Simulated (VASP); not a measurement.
Wanted: the native input for a VASP 6.6.1 run.

```
Task                   : single point
Functional             : LDA
Potentials or basis    : VASP PAW LDA potentials, release 64 (Si, Ge_d)
Cutoff                 : 520 eV
k mesh                 : 2 × 2 × 2
Occupations            : gaussian, width 0.02 eV
Spin                   : no spin polarisation
Dipole correction      : no
Further INCAR settings : LREAL = Auto; ALGO = Normal; EDIFF = 1e-06; NBANDS = 53
```

The structure of Si16Ge (a cell with a defect) lies in POSCAR:

```
Si16Ge
1.0
    0.0000000000      5.4300000000      5.4300000000
    5.4300000000      0.0000000000      5.4300000000
    5.4300000000      5.4300000000      0.0000000000
Si Ge
16 1
Direct
    0.0050592864     -0.0054220977     -0.0043024524
    0.1363733426      0.1234611572      0.1183025589
    0.0035708668     -0.0039312825      0.5033031071
    0.1244246682      0.1264637512      0.6244174631
    0.0060850860      0.5047595780     -0.0053551023
    0.1250825425      0.6233088381      0.1275835221
    0.0005287252      0.4991244487      0.5002428935
    0.1246830597      0.6237159250      0.6241577596
    0.5004860520     -0.0008363381      0.0002311743
    0.6222499070      0.1172386724      0.1245100934
    0.4949241725     -0.0064639516      0.5058333710
    0.6185644097      0.1209355626      0.6361153666
    0.4974365870      0.5022391967     -0.0028406200
    0.6247886685      0.6350481079      0.1219931197
    0.4959537804      0.5037249428      0.5047784616
    0.6278688035      0.6230482868      0.6248071547
    0.7505123420      0.2491389025      0.2502328289
```

These files were run (other wordings do the same):

INCAR

```
SYSTEM = Si16Ge
  ALGO = Normal
  EDIFF = 1E-6
  ENCUT = 520
  GGA = CA
  ISIF = 2
  ISMEAR = 0
  LASPH = .True.
  LCHARG = .True.
  LELF = .True.
  LREAL = Auto
  LVHAR = .True.
  LWAVE = .False.
  NBANDS = 53
  NELM = 60
  PREC = Accurate
  SIGMA = 0.02
```

KPOINTS

```
k-points
0
Gamma
  2 2 2
  0 0 0
```

Potentials or basis: VASP PAW LDA potentials, release 64 (Si, Ge_d).

Launch:

```console
$ cat potpaw_LDA.64/Si/POTCAR potpaw_LDA.64/Ge_d/POTCAR > POTCAR
$ mpirun -np 1 vasp_std > vasp.out
```

It gave:

- Pressure: 2.9 GPa
- Largest force: 0.024 eV/Å
- Band gap on the k mesh: zero (band 39 reaches 6.87 eV, above the bottom of band 40 at 6.55 eV)

Caveat: the k points lie up to 0.50 Å⁻¹ apart.

It took 2.8 min on 1 thread of AMD EPYC 9R45 96-Core Processor (Zen 5) (shared host), peak memory 0.37 GiB.
